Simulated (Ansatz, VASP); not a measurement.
Two plane-wave programs on Si5Ge

```
Si Ge
1.0
     2.75995    0.00000    0.00000
    -1.37998    2.39019    0.00000
     0.00000    0.00000   13.95751
Si Ge
5 1
Direct
  0.33333 0.66667 0.84160
  0.33333 0.66667 0.15840
  0.66667 0.33333 0.00000
  0.66667 0.33333 0.31619
  0.66667 0.33333 0.68381
  0.33333 0.66667 0.50000
```

Alike in both runs: functional PBE; k mesh 18 × 18 × 4; occupations gaussian, width 0.1 eV; no spin polarisation.

Ansatz relaxed the structure, and its values are those at the end. VASP's run is a single point on that final structure, the one shown.

|  | VASP | Ansatz |
| --- | --- | --- |
| version | VASP 6.6.1 | Ansatz 0.2.0 |
| potentials or method | VASP PAW PBE potentials, release 64 (Si, Ge_d), cutoff 520 eV | scalar-relativistic, plane waves, PAW |
| valence electrons in the cell | 34 | 34 |

|  | VASP | Ansatz | Ansatz less VASP |
| --- | --- | --- | --- |
| gap on the k mesh at the Fermi level (eV) | none | none | - |
| pressure (GPa) | 0.0 | 0.0 | +0.01 |

A gap of «none» marks a metal or a gap that the smearing closes.
